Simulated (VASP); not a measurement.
# SiO2: single point with LDA

The system is SiO2.

```
Si O
1.0
     4.18010    0.00000    0.00000
     0.00000    4.18010    0.00000
     0.00000    0.00000    2.66131
Si O
2 4
Direct
  0.50000 0.50000 0.50000
  0.00000 0.00000 0.00000
  0.69443 0.69443 0.00000
  0.19443 0.80557 0.50000
  0.30557 0.30557 0.00000
  0.80557 0.19443 0.50000
```

```
Program                : VASP 6.6.1
Task                   : single point
Functional             : LDA
Potentials or basis    : VASP PAW LDA potentials, release 64 (Si, O)
Cutoff                 : 520 eV
k mesh                 : 6 × 6 × 8
Occupations            : gaussian, width 0.05 eV
Spin                   : no spin polarisation
Dipole correction      : no
Further INCAR settings : ALGO = Normal; EDIFF = 1e-06; NBANDS = 25
```

```json
{
 "Pressure": "-2.6 GPa",
 "Largest force": "0.078 eV/Å",
 "Band gap on the k mesh": "5.62 eV, direct"
}
```

Forces on the atoms (eV/Å):
```
Si   0.000  0.000  0.000
Si   0.000  0.000  0.000
O   -0.055 -0.055  0.000
O   -0.055  0.055  0.000
O    0.055  0.055  0.000
O    0.055 -0.055  0.000
```

Stress tensor (GPa, compression positive):
```
-3.65  0.00  0.00
 0.00 -3.65  0.00
 0.00  0.00 -0.62
```

Levels at points of the mesh, in eV from the valence-band top:
| k point | band 14 | band 15 | band 16 | band 17 | band 18 | band 19 |
| --- | --- | --- | --- | --- | --- | --- |
| (0.00, 0.00, 0.00) | -0.91 | -0.91 | 0.00 | 5.62 | 6.48 | 8.35 |
| (0.50, 0.00, 0.00) | -2.71 | -1.09 | -1.09 | 7.65 | 7.65 | 8.90 |
| (0.50, 0.50, 0.00) | -2.73 | -2.34 | -2.34 | 7.31 | 7.31 | 9.89 |
| (0.00, 0.00, 0.50) | -3.17 | -2.73 | -2.73 | 8.89 | 8.89 | 12.39 |
| (0.50, 0.00, 0.50) | -2.34 | -1.80 | -1.80 | 8.57 | 8.57 | 9.68 |
| (0.50, 0.50, 0.50) | -1.80 | -1.58 | -1.58 | 7.00 | 7.00 | 10.76 |

Run time: 28 s on 1 thread of Intel(R) Xeon(R) Platinum 8259CL CPU @ 2.50GHz (Skylake/Cascade Lake), with other jobs on the host, peak memory 0.16 GiB.

A k mesh can miss the band edges. As with any semilocal functional, this LDA gap is likely too small.
